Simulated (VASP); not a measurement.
Input of a VASP 6.6.1 run:

INCAR

```
SYSTEM = Na
PREC = Accurate
ENCUT = 600
EDIFF = 1E-6
ISMEAR = -1
SIGMA = 0.1
LREAL = .FALSE.
LASPH = .TRUE.
NELM = 80
ALGO = Normal
ISIF = 3
LWAVE = .FALSE.
LCHARG = .FALSE.
GGA = PE
IBRION = 2
NSW = 32
EDIFFG = -0.005
PSTRESS = 51.0
```

Contents of KPOINTS:

```
regular mesh
0
G
  14 14 14
  0 0 0
```

File POSCAR:

```
Na
1.0
   -1.8703938850      1.8703938850      1.8703938850
    1.8703938850     -1.8703938850      1.8703938850
    1.8703938850      1.8703938850     -1.8703938850
Na
1
Direct
    0.0000000000      0.0000000000      0.0000000000
```

Potentials or basis: VASP PAW PBE potentials, release 64 (Na_pv).

Launch:

```bash
$ cat potpaw_PBE.64/Na_pv/POTCAR > POTCAR
$ mpirun -np 1 vasp_std > vasp.out
```

Question: Predict the relaxed cell.

Answer: a = 3.239 Å, b = 3.239 Å, c = 3.239 Å, α = 109.47°, β = 109.47°, γ = 109.47°.

Question: Predict the relaxed volume.

Answer: 26.16 Å³/atom.

The path:
| step | energy change (eV) | largest force (eV/Å) | pressure (GPa) | volume (Å³) |
| --- | --- | --- | --- | --- |
| 1 | 0.0000 | 0.0000 | 5.05 | 26.17 |
| 2 | 0.0011 | 0.0000 | 5.17 | 26.14 |
| 3 | 0.0005 | 0.0000 | 5.12 | 26.16 |

Caveat: the cell is relaxed towards a set pressure, so the enthalpy falls and the energy may rise.
